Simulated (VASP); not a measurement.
The system is KCl.

```
K Cl
1.0
     0.00000    3.50728    3.50728
     3.50728    0.00000    3.50728
     3.50728    3.50728    0.00000
K Cl
1 1
Direct
  0.00000 0.00000 0.00000
  0.25000 0.25000 0.25000
```

Program: VASP 6.6.1. Alike in all runs: task single point; no spin polarisation; cell as given; k mesh 4 × 4 × 4; cutoff (eV) 520; smearing gaussian 0.01 eV.

Order these runs on this cell by their band gap on the k mesh, lowest first.
A. level HSE06; potentials or basis VASP PAW PBE potentials, release 64 (K_sv, Cl); grid for exact exchange (PRECFOCK) Normal; share of exact exchange 0.25; screening parameter 0.2079 1/Å
B. level r2SCAN; potentials or basis VASP PAW PBE potentials, release 64 (K_sv, Cl)
C. level PBE; potentials or basis VASP PAW PBE potentials, release 64 (K_sv, Cl)
D. level LDA; potentials or basis VASP PAW LDA potentials, release 64 (K_sv, Cl)

D (4.47 eV), C (4.77 eV), B (5.35 eV), A (6.02 eV).

A k mesh can miss the band edges.
